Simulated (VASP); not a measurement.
Runs of VASP 6.6.1 on Zr3ZnN2. The structure is that of space group P6/mmm (No. 191), or close to it. The cells are those of the table. 

```tsv
task	spin	cell	k mesh	cutoff (eV)	gap on the mesh (eV)	pressure (GPa)	relaxed volume (Å³/atom)
relaxation of cell and atoms	off	relaxed from a = 5.968, b = 5.968, c = 3.040 Å, angles 90.0, 90.0, 120.0°, 6 atoms	3 × 3 × 6	600	none	0.0	15.65
single point	off	a = 5.967, b = 5.967, c = 3.040 Å, angles 90.0, 90.0, 120.0°, 6 atoms	6 × 6 × 12	520	none	0.2	-
relaxation of cell and atoms	off	relaxed from a = 5.988, b = 5.988, c = 3.023 Å, angles 90.0, 90.0, 120.0°, 6 atoms	6 × 6 × 12	600	none	0.0	15.63
single point	off	a = 5.988, b = 5.988, c = 3.023 Å, angles 90.0, 90.0, 120.0°, 6 atoms	3 × 3 × 6	520	none	0.2	-
single point	off	a = 5.015, b = 5.015, c = 4.196 Å, angles 90.0, 90.0, 120.0°, 6 atoms	6 × 6 × 4	520	none	(a)	-
single point	off	a = 5.968, b = 5.968, c = 3.040 Å, angles 90.0, 90.0, 120.0°, 6 atoms	6 × 6 × 4	520	none	0.2	-
single point	collinear, ferromagnetic start	a = 5.988, b = 5.988, c = 3.023 Å, angles 90.0, 90.0, 120.0°, 6 atoms	3 × 3 × 6	520	none	0.2	-
relaxation of cell and atoms	off	relaxed from a = 5.015, b = 5.015, c = 4.196 Å, angles 90.0, 90.0, 120.0°, 6 atoms	6 × 6 × 4	600	none	0.0	15.62
```

Alike in all rows: level PBE; potentials or basis VASP PAW PBE potentials, release 64 (Zr_sv, Zn, N); smearing gaussian 0.1 eV.

Task: Estimate the missing entries.

Result: (a) 5.1.

Caveats: some runs use coarse meshes.

A k mesh can miss the band edges, and the runs leave out spin-orbit coupling on Zr.

A gap of «none» marks levels without a gap at the run's occupations.
